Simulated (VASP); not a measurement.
A run of VASP 6.6.1 is set up as follows.

File INCAR:

```
ALGO = Normal ; DIPOL = 0.5 0.5 0.500
EDIFF = 1E-7 ; ENCUT = 520
GGA = PE ; IDIPOL = 3
ISIF = 2 ; ISMEAR = 0
LASPH = True ; LCHARG = False
LDIPOL = True ; LREAL = False
LWAVE = False ; NBANDS = 30
NELM = 60 ; PREC = Accurate
SIGMA = 0.1
```

Contents of KPOINTS:

```
k-points
0
Gamma
  3 3 1
```

File POSCAR:

```
K2Rb3
1.0
    6.5767019500      0.0000000000      0.0000000000
   -3.2883502300      5.6955914700      0.0000000000
    0.0000000000      0.0000000000     26.0000000000
K Rb
2 3
Direct
    0.6666666700      0.3333333300      0.6147838600
    0.3333333300      0.6666666700      0.3852161400
    0.3333333300      0.6666666700      0.7122644100
    0.0000000000      0.0000000000      0.5000000000
    0.6666666700      0.3333333300      0.2877355900
```

Potentials or basis: VASP PAW PBE potentials, release 64 (K_sv, Rb_sv).

Launch:

```bash
$ cat potpaw_PBE.64/K_sv/POTCAR potpaw_PBE.64/Rb_sv/POTCAR > POTCAR
$ mpirun -np 1 vasp_std > vasp.out
```

Q: Predict the largest force.

A: 0.097 eV/Å.

Q: What does it give for the band gap on the k mesh?

A: Zero (an odd number of electrons rules out a gap without spin polarisation).

Forces on the atoms (eV/Å):
```
K    0.000  0.000 -0.097
K    0.000  0.000  0.097
Rb   0.000  0.000  0.038
Rb   0.000  0.000  0.000
Rb   0.000  0.000 -0.038
```

Caveat: the k points lie up to 0.37 Å⁻¹ apart, too coarse for converged energies and pressures of a metal.
